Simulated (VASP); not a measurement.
Runs of VASP 6.6.1 on Y. The structure is that of space group Fd-3m (No. 227), or close to it. The cells are those of the table. This isn't the form of Y at room conditions, which is hcp.

```csv
level,cell,k mesh,grid for exact exchange (PRECFOCK),share of exact exchange,gap on the mesh (eV),pressure (GPa)
r2SCAN,"a = 4.949 Å, angles 60.0°, 2 atoms",9 × 9 × 9,-,-,none,-0.3
r2SCAN0,"a = 4.885 Å, angles 60.0°, 2 atoms",4 × 4 × 4,Normal,0.25,none,(b)
r2SCAN,"a = 4.885 Å, angles 60.0°, 2 atoms",9 × 9 × 9,-,-,none,0.1
r2SCAN,"a = 4.819 Å, angles 60.0°, 2 atoms",9 × 9 × 9,-,-,none,(c)
r2SCAN,"a = 5.073 Å, angles 60.0°, 2 atoms",9 × 9 × 9,-,-,none,-0.9
r2SCAN,"a = 4.751 Å, angles 60.0°, 2 atoms",9 × 9 × 9,-,-,none,0.9
r2SCAN,"a = 5.012 Å, angles 60.0°, 2 atoms",9 × 9 × 9,-,-,none,-0.7
r2SCAN,"a = 4.681 Å, angles 60.0°, 2 atoms",9 × 9 × 9,-,-,none,1.3
r2SCAN,"a = 4.885 Å, angles 60.0°, 2 atoms",4 × 4 × 4,-,-,none,(a)
```

Alike in all rows: task single point; potentials or basis VASP PAW PBE potentials, release 64 (Y_sv); no spin polarisation; cutoff (eV) 520; smearing fermi-dirac 0.1 eV.

Problem. Fill in the values left out.

Solution. (a) -1.0; (b) -1.8; (c) 0.5.

Caveats: some runs use coarse meshes; the PAW data sets were made with another functional, which shifts forces and pressure a little.

A k mesh can miss the band edges, and the runs leave out spin-orbit coupling on Y.

A gap of «none» marks levels without a gap at the run's occupations.
